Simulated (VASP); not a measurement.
# Ga8As7P (P1) in VASP: a series of runs

Ga8As7P is run at these levels: PBEsol, r2SCAN; tasks: relaxation of volume and atoms at fixed shape, single point.

All numbers are computed with VASP 6.6.1; they aren't measurements. Logs are shortened: lines on timing, memory, paths and dates and some standing lists are left out, and cuts for length are marked.

### Step 1. The cell of the first run

The typed cell holds 64 atoms: a = 11.267 Å, b = 11.267 Å, c = 11.267 Å, α = 90.00°, β = 90.00°, γ = 90.00°.

### Step 2. Relaxation of volume and atoms at fixed shape, PBEsol

INCAR

```
SYSTEM = Ga8As7P
ALGO = Normal
EDIFF = 1E-7
EDIFFG = -0.03
ENCUT = 500
GGA = PS
GGA_COMPAT = .False.
IBRION = 2
ISIF = 8
ISMEAR = -1
ISYM = -1
KPAR = 1
LASPH = .True.
LCHARG = .False.
LREAL = Auto
LWAVE = .False.
NELM = 120
NELMIN = 4
NSW = 100
PREC = Accurate
SIGMA = 0.05
```

KPOINTS

```
explicit points
1
Reciprocal
  0.25000000   0.25000000   0.25000000 1
```

POSCAR

```
Ga8As7P
1.0
   11.2668370000      0.0000000000      0.0000000000
    0.0000000000     11.2668370000      0.0000000000
    0.0000000000      0.0000000000     11.2668370000
Ga As P
32 28 4
Direct
    0.0001060000      0.0016370000      0.0007310000
    0.9988270000      0.0001460000      0.5016020000
    0.9994800000      0.5007900000      0.9980550000
    0.0006360000      0.4986690000      0.4997650000
    0.5007640000      0.9979600000      0.0022260000
    0.4985030000      0.0009550000      0.4968070000
    0.5003250000      0.4993680000      0.0011510000
    0.4974930000      0.5003490000      0.5022140000
    0.2492250000      0.2495900000      0.9997240000
    0.2492570000      0.2501640000      0.5013930000
    0.2484460000      0.7511500000      0.9991140000
    0.2494670000      0.7502320000      0.5001900000
    0.7494400000      0.2443640000      0.0006440000
    0.7468580000      0.2484690000      0.4984430000
    0.7490310000      0.7534830000      0.9984760000
    0.7478560000      0.7482610000      0.4963080000
    0.2466430000      0.0015050000      0.2497870000
    0.2507990000      0.9990620000      0.7507900000
    0.2514860000      0.4991950000      0.2534810000
    0.2505660000      0.5023150000      0.7504400000
    0.7503160000      0.0007770000      0.2474080000
    0.7500990000      0.9987750000      0.7472980000
    0.7491690000      0.5011510000      0.2460300000
    0.7475860000      0.5007050000      0.7491280000
    0.9999550000      0.2502620000      0.2536630000
    0.0025170000      0.2494590000      0.7489210000
    0.9972950000      0.7497280000      0.2518150000
    0.0003590000      0.7522630000      0.7469620000
    0.5008520000      0.2495630000      0.2486420000
    0.4995140000      0.2502820000      0.7502340000
    0.5003410000      0.7463660000      0.2504930000
    0.5002220000      0.7524720000      0.7494120000
    0.1274270000      0.1242210000      0.1235460000
    0.1211050000      0.1253430000      0.6258770000
    0.1245760000      0.6236690000      0.1246000000
    0.1256870000      0.6257130000      0.6250430000
    0.6261200000      0.1236070000      0.1264530000
    0.6201710000      0.1232780000      0.6266120000
    0.6235560000      0.6244220000      0.1274560000
    0.6268110000      0.6259000000      0.6225880000
    0.3745630000      0.3761350000      0.1231810000
    0.3767460000      0.3724700000      0.6235750000
    0.3746440000      0.8743380000      0.1218620000
    0.3774630000      0.8750130000      0.6235370000
    0.8781470000      0.3707110000      0.1266110000
    0.8732090000      0.3747890000      0.6247550000
    0.8728210000      0.8770350000      0.1249630000
    0.3777380000      0.1268040000      0.3740130000
    0.3778680000      0.1245810000      0.8734630000
    0.3769120000      0.6237460000      0.3730540000
    0.3744750000      0.6212640000      0.8757390000
    0.8752520000      0.1236210000      0.3730660000
    0.8755120000      0.1264740000      0.8756380000
    0.8764170000      0.6240650000      0.8739330000
    0.1270360000      0.3732010000      0.3742810000
    0.1237170000      0.3744260000      0.8755140000
    0.1273230000      0.8751660000      0.8747830000
    0.6230130000      0.3777290000      0.3748150000
    0.6264650000      0.3761980000      0.8739710000
    0.6260800000      0.8750680000      0.8728970000
    0.8754270000      0.8767170000      0.6248080000
    0.8736780000      0.6228500000      0.3756170000
    0.1261640000      0.8753220000      0.3771080000
    0.6216660000      0.8775310000      0.3751670000
```

Potentials or basis: VASP PAW PBE potentials, release 64 (Ga_d, As, P).

The run is started by

```console
cat potpaw_PBE.64/Ga_d/POTCAR potpaw_PBE.64/As/POTCAR potpaw_PBE.64/P/POTCAR > POTCAR
mpirun -np 4 vasp_std > vasp.out
```

OUTCAR:

```text
SYSTEM = Ga8As7P
   EDIFF = 1E-7
   EDIFFG = -0.03
   ENCUT = 500
   GGA = PS
   IBRION = 2
   ISIF = 8
   ISMEAR = -1
   ISYM = -1
   LASPH = .True.
   LREAL = Auto
   NELM = 120
   NELMIN = 4
   NSW = 100
   PREC = Accurate

 ion  position               nearest neighbor table
   1  0.000  0.002  0.001-  33 2.42  53 2.44  47 2.45  57 2.47
   2  0.999  0.000  0.502-  61 2.41  34 2.42  52 2.44  63 2.45
   3  0.999  0.501  0.998-  54 2.41  56 2.43  35 2.44  45 2.47
   4  0.001  0.499  0.500-  62 2.44  46 2.45  55 2.45  36 2.45
   5  0.501  0.998  0.002-  43 2.40  37 2.44  60 2.46  49 2.46
   6  0.499  0.001  0.497-  64 2.40  48 2.40  44 2.43  38 2.43
[... 56 lines left out ...]
  63  0.126  0.875  0.377-  12 2.42  17 2.43   2 2.45  27 2.47
  64  0.622  0.878  0.375-   6 2.40  16 2.45  31 2.45  21 2.47

IMPORTANT INFORMATION: All symmetrisations will be switched off!
NOSYMM: (Re-)initialisation of all symmetry stuff for point group C_1.

----------------------------------------------------------------------------------------

                                     Primitive cell

  volume of cell :    1430.2305

  direct lattice vectors                    reciprocal lattice vectors
    11.266837000  0.000000000  0.000000000     0.088756055  0.000000000  0.000000000
     0.000000000 11.266837000  0.000000000     0.000000000  0.088756055  0.000000000
     0.000000000  0.000000000 11.266837000     0.000000000  0.000000000  0.088756055

  length of vectors
    11.266837000 11.266837000 11.266837000     0.088756055  0.088756055  0.088756055

  position of ions in fractional coordinates (direct lattice)
     0.000106000  0.001637000  0.000731000
     0.998827000  0.000146000  0.501602000
     0.999480000  0.500790000  0.998055000
     0.000636000  0.498669000  0.499765000
     0.500764000  0.997960000  0.002226000
     0.498503000  0.000955000  0.496807000
[... 56 lines left out ...]
     0.126164000  0.875322000  0.377108000
     0.621666000  0.877531000  0.375167000

  ion indices of the primitive-cell ions
   primitive index   ion index
                 1           1
                 2           2
                 3           3
                 4           4
                 5           5
                 6           6
[... 56 lines left out ...]
                63          63
                64          64

----------------------------------------------------------------------------------------

 KPOINTS: explicit points

Read explicit list of k-points.

 Found      1 k-points:

 Following reciprocal coordinates:
            Coordinates               Weight
  0.250000  0.250000  0.250000      1.000000
   k-points           NKPTS =      1   k-points in BZ     NKDIM =      1   number of bands    NBANDS=    348
   number of dos      NEDOS =    301   number of ions     NIONS =     64
   total plane-waves  NPLWV = 592704
   dimension x,y,z NGX =    84 NGY =   84 NGZ =   84
   dimension x,y,z NGXF=   168 NGYF=  168 NGZF=  168
   ions per type =              32  28   4
   NGX,Y,Z   is equivalent  to a cutoff of  12.39, 12.39, 12.39 a.u.
   NGXF,Y,Z  is equivalent  to a cutoff of  24.79, 24.79, 24.79 a.u.
 SYSTEM =  Ga8As7P
   PREC   = accura    normal or accurate (medium, high low for compatibility)
   ISTART =      0    job   : 0-new  1-cont  2-samecut
   ICHARG =      2    charge: 1-file 2-atom 10-const
   ISPIN  =      1    spin polarized calculation?
   LNONCOLLINEAR =      F non collinear calculations
   LSORBIT =      F    spin-orbit coupling
   LASPH  =      T    aspherical Exc in radial PAW
   ENCUT  =  500.0 eV  36.75 Ry    6.06 a.u.  20.54 20.54 20.54*2*pi/ulx,y,z
   NELM   =    120;   NELMIN=  4; NELMDL= -5     # of ELM steps
   EDIFF  = 0.1E-06   stopping-criterion for ELM
   LREAL  =      T    real-space projection
   EDIFFG = -.3E-01   stopping-criterion for IOM
   NSW    =    100    number of steps for IOM
   IBRION =      2    ionic relax: 0-MD 1-quasi-New 2-CG
   NFREE  =      1    steps in history (QN), initial steepest desc. (CG)
[... 24 lines left out ...]
   LRPA    =     F    only Hartree local field effects (RPA)
 conjugate gradient relaxation of ions
 non-spin polarized calculation
  energy-cutoff  :      500.00
  volume of cell :     1430.23
 maximum number of plane-waves:     36321
 NGX is ok and might be reduce to    84
   NGX = 41   NGY = 41   NGZ = 41

--------------------------------------- Ionic step        1  -------------------------------------------

 number of electron     576.0000139 magnetization

 Free energy of the ion-electron system (eV)
  ---------------------------------------------------
  ext. energy  EPLUGINS =         0.00000000
  ---------------------------------------------------
  free energy    TOTEN  =      -293.33552870 eV

  energy without entropy =     -293.33552165  energy(sigma->0) =     -293.33552518

------------------------ aborting loop because EDIFF is reached ----------------------------------------

  FORCE on cell =-STRESS in cart. coord.  units (eV):
  Direction    XX          YY          ZZ          XY          YZ          ZX
  --------------------------------------------------------------------------------------
  -------------------------------------------------------------------------------------
  Total        1.5751264      1.5002150      1.7266519     -6.6773380     -9.1548390     -6.3291792
  in kB        1.7644931      1.6805756      1.9342355     -7.4801087    -10.2554627     -7.0900932
  external PRESSURE =       1.7931014 kB  Pullay stress =       0.0000000 kB
[... 275 lines left out ...]
  FREE ENERGIE OF THE ION-ELECTRON SYSTEM (eV)
  ---------------------------------------------------
  free  energy   TOTEN  =      -293.8767054622 eV

  energy  without entropy=     -293.8766981416  energy(sigma->0) =     -293.87670180

[... ionic steps 4 to 7 ...]

--------------------------------------- Ionic step        8  -------------------------------------------

 number of electron     576.0000085 magnetization

------------------------ aborting loop because EDIFF is reached ----------------------------------------

  FORCE on cell =-STRESS in cart. coord.  units (eV):
  Direction    XX          YY          ZZ          XY          YZ          ZX
  --------------------------------------------------------------------------------------
  -------------------------------------------------------------------------------------
  Total       -0.2487138     -0.2135170     -0.1967980     -6.9628238     -7.0086797     -6.9469726
  in kB       -0.2784605     -0.2390540     -0.2203354     -7.7955906     -7.8469309     -7.7778436
  external PRESSURE =      -0.2459500 kB  Pullay stress =       0.0000000 kB
[... 181 lines left out ...]
  energy  without entropy=     -294.0082850872  energy(sigma->0) =     -294.00828850

--------------------------------------- Ionic step       10  -------------------------------------------

 number of electron     576.0000085 magnetization

 Free energy of the ion-electron system (eV)
  ---------------------------------------------------
  ext. energy  EPLUGINS =         0.00000000
  ---------------------------------------------------
  free energy    TOTEN  =      -294.01038736 eV

  energy without entropy =     -294.01038054  energy(sigma->0) =     -294.01038395

 E-fermi :   4.3279     XC(G=0):  -9.7907

 val. band max:        3.6463010562   @ k =   0.2500   0.2500   0.2500
 cond. band min:       4.9752198269   @ k =   0.2500   0.2500   0.2500
 fundamental gap:      1.3289187707
 Fermi energy:         4.3279221494

 k-point     1 :       0.2500    0.2500    0.2500
  band No.  band energies     occupation
      1     -11.0156      2.00000
      2     -11.0094      2.00000
      3     -11.0022      2.00000
      4     -10.9916      2.00000
      5     -10.9822      2.00000
      6     -10.9803      2.00000
[... 292 lines left out ...]
    299       5.9821      0.00000
    300       6.1579      0.00000
 [bands above 300 left out]

------------------------ aborting loop because EDIFF is reached ----------------------------------------

  FORCE on cell =-STRESS in cart. coord.  units (eV):
  Direction    XX          YY          ZZ          XY          YZ          ZX
  --------------------------------------------------------------------------------------
  -------------------------------------------------------------------------------------
  Total        0.0471335      0.0764788      0.0913841     -6.9729922     -6.9616851     -6.9780895
  in kB        0.0527940      0.0856636      0.1023589     -7.8104222     -7.7977572     -7.8161318
  external PRESSURE =       0.0802722 kB  Pullay stress =       0.0000000 kB
[... 79 lines left out ...]
  FREE ENERGIE OF THE ION-ELECTRON SYSTEM (eV)
  ---------------------------------------------------
  free  energy   TOTEN  =      -294.0103873583 eV

  energy  without entropy=     -294.0103805364  energy(sigma->0) =     -294.01038395

 reached required accuracy - stopping structural energy minimisation
```

Run time: 25 min. Hardware: 4 MPI ranks of Intel Xeon 6975P-C (Granite Rapids), shared host; peak memory 0.54 GiB.

What came out:

* Free energy: -294.0104 eV
* Relaxed volume: 22.35 Å³/atom
* Relaxed cell: a = 11.267 Å, b = 11.267 Å, c = 11.267 Å, α = 90.00°, β = 90.00°, γ = 90.00°
* Space group after relaxing (to 0.1 Å): Cm (No. 8)
* Energy gained by relaxing: 10.5 meV/atom
* Ionic steps: 10
* Pressure after relaxing: 0.0 GPa
* Largest force after relaxing: 0.030 eV/Å
* Band gap on the k mesh: 1.33 eV

Forces in eV/Å, atoms in the order of the input:
```
Ga  -0.009 -0.006 -0.011
Ga   0.000  0.001 -0.005
Ga   0.002 -0.004 -0.005
Ga   0.003  0.001 -0.012
Ga  -0.004 -0.002 -0.005
Ga   0.005 -0.009  0.004
Ga  -0.008  0.008 -0.005
Ga  -0.002 -0.005 -0.010
Ga  -0.013  0.005  0.012
Ga   0.004  0.012 -0.015
Ga   0.008  0.011 -0.003
Ga   0.002  0.001 -0.003
Ga   0.009  0.012 -0.002
Ga   0.020  0.008 -0.002
Ga  -0.001  0.004  0.000
Ga   0.002  0.009  0.026
Ga   0.004 -0.003 -0.001
Ga  -0.013 -0.006 -0.002
Ga  -0.002 -0.002  0.004
Ga   0.001 -0.003  0.000
Ga  -0.007 -0.003  0.004
Ga  -0.003 -0.007  0.017
Ga  -0.006  0.009  0.016
Ga  -0.002 -0.011  0.010
Ga  -0.017  0.016 -0.012
Ga   0.003 -0.016  0.002
Ga   0.009  0.011 -0.011
Ga  -0.006 -0.009  0.010
Ga  -0.008 -0.015  0.014
Ga  -0.004 -0.001 -0.019
Ga   0.005  0.005  0.013
Ga  -0.005  0.005  0.001
As  -0.016 -0.012 -0.002
As   0.008  0.016 -0.007
As   0.020  0.001 -0.008
As   0.002  0.001 -0.001
As   0.002  0.003  0.000
As   0.028  0.000 -0.009
As   0.012  0.006  0.010
As  -0.021 -0.009  0.003
As   0.006  0.003  0.013
As  -0.001  0.013 -0.023
As   0.008  0.011 -0.003
As   0.000 -0.018  0.010
As  -0.003  0.004  0.014
As   0.008  0.003 -0.004
As  -0.012  0.005 -0.011
As   0.002 -0.001  0.013
As  -0.011 -0.009 -0.004
As   0.006  0.001 -0.001
As  -0.007  0.006 -0.016
As   0.000  0.012 -0.009
As  -0.005 -0.007  0.008
As  -0.010  0.004  0.012
As  -0.006 -0.005 -0.008
As   0.004 -0.005 -0.006
As  -0.002  0.001  0.006
As   0.000 -0.013  0.009
As  -0.002 -0.001 -0.003
As   0.001 -0.015  0.003
P    0.003  0.002  0.012
P    0.007 -0.002 -0.002
P    0.006 -0.012  0.003
P    0.008  0.002 -0.005
```

The path:
| step | energy change (eV) | largest force (eV/Å) | pressure (GPa) | volume (Å³) |
| --- | --- | --- | --- | --- |
| 1 | 0.0000 | 0.9621 | 0.18 | 1430.23 |
| 2 | -0.4970 | 0.4125 | -0.20 | 1435.41 |
| 3 | -0.5412 | 0.3162 | -0.31 | 1437.50 |
| 4 | -0.6141 | 0.1956 | 0.12 | 1428.50 |
| 5 | -0.6274 | 0.1925 | 0.41 | 1422.51 |
| 6 | -0.6620 | 0.1043 | -0.05 | 1431.54 |
| 7 | -0.6623 | 0.0952 | -0.09 | 1432.44 |
| 8 | -0.6719 | 0.0458 | -0.02 | 1431.02 |
| 9 | -0.6728 | 0.0478 | 0.01 | 1430.40 |
| 10 | -0.6749 | 0.0297 | 0.01 | 1430.39 |

Final structure:
```
Ga As P
1.0
    11.26726    0.00000    0.00000
     0.00000   11.26726    0.00000
     0.00000    0.00000   11.26726
Ga As P
32 28 4
Direct
  0.99979 0.99951 0.00092
  0.99941 0.99292 0.49991
  0.99971 0.50091 0.00000
  0.99559 0.50412 0.49664
  0.49997 0.99922 0.00048
  0.50342 0.99614 0.49555
  0.50096 0.50034 0.00075
  0.49973 0.50120 0.50038
  0.25006 0.24921 0.99990
  0.24951 0.24866 0.50046
  0.24879 0.74920 0.00060
  0.24593 0.75344 0.49627
  0.75014 0.24852 0.00030
  0.74928 0.24898 0.49936
  0.75075 0.75023 0.99980
  0.75297 0.75300 0.49536
  0.24537 0.99569 0.25376
  0.25087 0.99999 0.74925
  0.25024 0.50048 0.25004
  0.24897 0.50127 0.74895
  0.74690 0.99616 0.25317
  0.75395 0.99620 0.74402
  0.75433 0.50432 0.25295
  0.75015 0.50109 0.74874
  0.00000 0.24865 0.25116
  0.99969 0.25043 0.74866
  0.99943 0.74991 0.25719
  0.99613 0.75381 0.74485
  0.49991 0.25047 0.24931
  0.50093 0.24923 0.75030
  0.50380 0.75306 0.25350
  0.50016 0.75020 0.74850
  0.12517 0.12380 0.12609
  0.12327 0.12238 0.62388
  0.12300 0.62582 0.12748
  0.12275 0.62692 0.62250
  0.62496 0.12335 0.12613
  0.62487 0.12267 0.62349
  0.62622 0.62615 0.12642
  0.62715 0.62745 0.62231
  0.37454 0.37514 0.12435
  0.37491 0.37460 0.62528
  0.37428 0.87416 0.12700
  0.37492 0.87487 0.62207
  0.87523 0.37509 0.12581
  0.87419 0.37572 0.62302
  0.87517 0.87374 0.12788
  0.37474 0.12293 0.37406
  0.37542 0.12444 0.87507
  0.37465 0.62711 0.37499
  0.37516 0.62510 0.87486
  0.87475 0.12153 0.37595
  0.87492 0.12337 0.87317
  0.87543 0.62631 0.87314
  0.12400 0.37601 0.37570
  0.12473 0.37513 0.87473
  0.12396 0.87456 0.87354
  0.62570 0.37661 0.37443
  0.62597 0.37514 0.87488
  0.62628 0.87539 0.87319
  0.87435 0.87329 0.62070
  0.87464 0.62773 0.37562
  0.12231 0.87403 0.37579
  0.62672 0.87381 0.37534
```

Caveat: the PAW data sets were made with another functional, which shifts forces and pressure a little; a shifted mesh leaves out Γ, where band edges can lie.

(Part 1 of 2 ends here.)
